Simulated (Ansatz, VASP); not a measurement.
## One calculation of C, two programs

Contents of POSCAR:

```
C
1.0
    0.0000000000      1.8101510000      1.7834000000
    1.8101510000      0.0000000000      1.7834000000
    1.8101510000      1.8101510000      0.0000000000
C
2
Direct
    0.5000000000      0.5000000000      0.5000000000
    0.7500000000      0.7500000000      0.7500000000
```

The input INCAR.step1:

```
ALGO     = Normal         # electronic algorithm
EDIFF    = 1E-4           # SCF threshold, eV
ENCUT    = 520            # plane-wave cutoff, eV
GGA      = PE             # functional
ISMEAR   = 0              # smearing method
LASPH    = True           # aspherical terms in the spheres
LCHARG   = False          # write CHGCAR
LREAL    = False          # projectors in reciprocal space
LWAVE    = True           # write WAVECAR
NBANDS   = 11             # bands
NELM     = 100            # most SCF steps
PREC     = Accurate       # precision mode
SIGMA    = 0.05           # smearing width, eV
```

The input INCAR.step2:

```
ALGO     = Normal         # electronic algorithm
EDIFF    = 1E-7           # SCF threshold, eV
ENCUT    = 520            # plane-wave cutoff, eV
ISIF     = 2              # what is computed and relaxed
ISMEAR   = 0              # smearing method
ISTART   = 1            
LASPH    = True           # aspherical terms in the spheres
LCHARG   = True           # write CHGCAR
LELF     = True           # ELF
LMIXTAU  = True         
LREAL    = False          # projectors in reciprocal space
LVHAR    = True         
LWAVE    = False          # write WAVECAR
METAGGA  = R2SCAN         # meta-GGA
NBANDS   = 11             # bands
NELM     = 100            # most SCF steps
PREC     = Accurate       # precision mode
SIGMA    = 0.05           # smearing width, eV
```

KPOINTS

```
k-points
0
Gamma
  12 12 12
```

Input for Ansatz:

```yaml
crystal:
  lattice:
    - [0.0, 1.810151, 1.7834]
    - [1.810151, 0.0, 1.7834]
    - [1.810151, 1.810151, 0.0]
  atoms:
    - { symbol: C, position: [0.5, 0.5, 0.5] }
    - { symbol: C, position: [0.75, 0.75, 0.75] }
basis:
  ecutwfc: 500
kpoints:
  mp_grid: { grid: [12, 12, 12] }
hamiltonian:
  xc: r2scan
scf:
  occupations: { method: gaussian, width: 0.05 }
output:
  forces: true
  stress: true
  eigenvalues: true
```

Change from the starting cell: strain +0.015 along x and y, +0.000 along z, atoms carried along.

Alike in both runs: task single point; functional r2SCAN; k mesh 12 × 12 × 12; occupations gaussian, width 0.05 eV; no spin polarisation.

|  | VASP | Ansatz |
| --- | --- | --- |
| version | VASP 6.6.1 | Ansatz 0.2.0 |
| potentials or method | VASP PAW PBE potentials, release 64 (C), cutoff 520 eV | scalar-relativistic, plane waves, PAW |
| valence electrons in the cell | 8 | 8 |

```tsv
	VASP	Ansatz	Ansatz less VASP
gap on the k mesh at the Fermi level (eV)	3.89	3.91	+0.028
least direct gap on the mesh (eV)	5.47	5.52	+0.042
pressure (GPa)	-13.9	-14.9	-0.98
traceless stress, the component that is largest in VASP (GPa)	9.30	9.31	+0.015
```

VASP's potentials were made for PBE, not for r2SCAN.
